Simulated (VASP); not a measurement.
Here is a VASP 6.6.1 calculation.

Contents of POSCAR:

```
CsCl
1.0
    4.1406758780      0.0000000000      0.0000000000
    0.0000000000      4.1406758780      0.0000000000
    0.0000000000      0.0000000000      4.1406758780
Cs Cl
1 1
Direct
    0.0000000000      0.0000000000      0.0000000000
    0.5000000000      0.5000000000      0.5000000000
```

The input INCAR.step1:

```
SYSTEM = CsCl
PREC = Accurate ; ENCUT = 400
EDIFF = 1E-5 ; ISMEAR = -1
SIGMA = 0.05 ; LREAL = .FALSE.
LASPH = .TRUE. ; NELM = 120
ALGO = Normal ; ISIF = 2
LWAVE = .TRUE. ; LCHARG = .FALSE.
GGA = PE ; NBANDS = 15
GGA_COMPAT = .FALSE.
```

INCAR.step2

```
SYSTEM = CsCl
PREC = Accurate ; ENCUT = 400
EDIFF = 1E-6 ; ISMEAR = -1
SIGMA = 0.05 ; LREAL = .FALSE.
LASPH = .TRUE. ; NELM = 120
ALGO = Normal ; ISIF = 2
LWAVE = .FALSE. ; LCHARG = .FALSE.
GGA = PE ; LHFCALC = .TRUE.
HFSCREEN = 0.2079 ; PRECFOCK = Normal
ISTART = 1 ; NBANDS = 15
GGA_COMPAT = .FALSE.
```

KPOINTS

```
Automatic mesh
0
G
  4 4 4
  0 0 0
```

Potentials or basis: VASP PAW PBE potentials, release 64 (Cs_sv, Cl).

Run with:

```console
$ cat potpaw_PBE.64/Cs_sv/POTCAR potpaw_PBE.64/Cl/POTCAR > POTCAR
$ cp INCAR.step1 INCAR
$ mpirun -np 1 vasp_std > vasp.out
$ cp INCAR.step2 INCAR
$ mpirun -np 1 vasp_std > vasp.out
```

Problem. What does it give for the band gap on the k mesh?

Solution. 6.51 eV.

Problem. What does it give for the pressure?

Solution. 0.4 GPa.

Caveat: the PAW data sets were made with another functional, which shifts forces and pressure a little; spin-orbit coupling is left out, which moves the levels of the heavy elements.
